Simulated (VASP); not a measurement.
Runs of VASP 6.6.1 on Ni. The structure is that of space group Fm-3m (No. 225), or close to it. The cells are those of the table. 

```csv
level,potentials or basis,smearing,gap on the mesh (eV),pressure (GPa),moment (μB)
LDA,"VASP PAW LDA potentials, release 64 (Ni)",gaussian 0.1 eV,none,(a),0.61
PBE,"VASP PAW PBE potentials, release 64 (Ni)",gaussian 0.1 eV,none,0.0,0.63
revPBE,"VASP PAW PBE potentials, release 64 (Ni)",methfessel-paxton 0.1 eV,none,4.1,0.63
r2SCAN,"VASP PAW PBE potentials, release 64 (Ni)",gaussian 0.1 eV,none,-6.3,(b)
```

Alike in all rows: task single point; spin collinear, ferromagnetic start; cell a = 2.488 Å, angles 60.0°, 1 atom; k mesh 20 × 20 × 20; cutoff (eV) 520.

Estimate the missing entries.

(a) -17.0; (b) 0.75.

Caveats: the PAW data sets were made with another functional, which shifts forces and pressure a little (some runs).

A gap of «none» marks levels without a gap at the run's occupations.
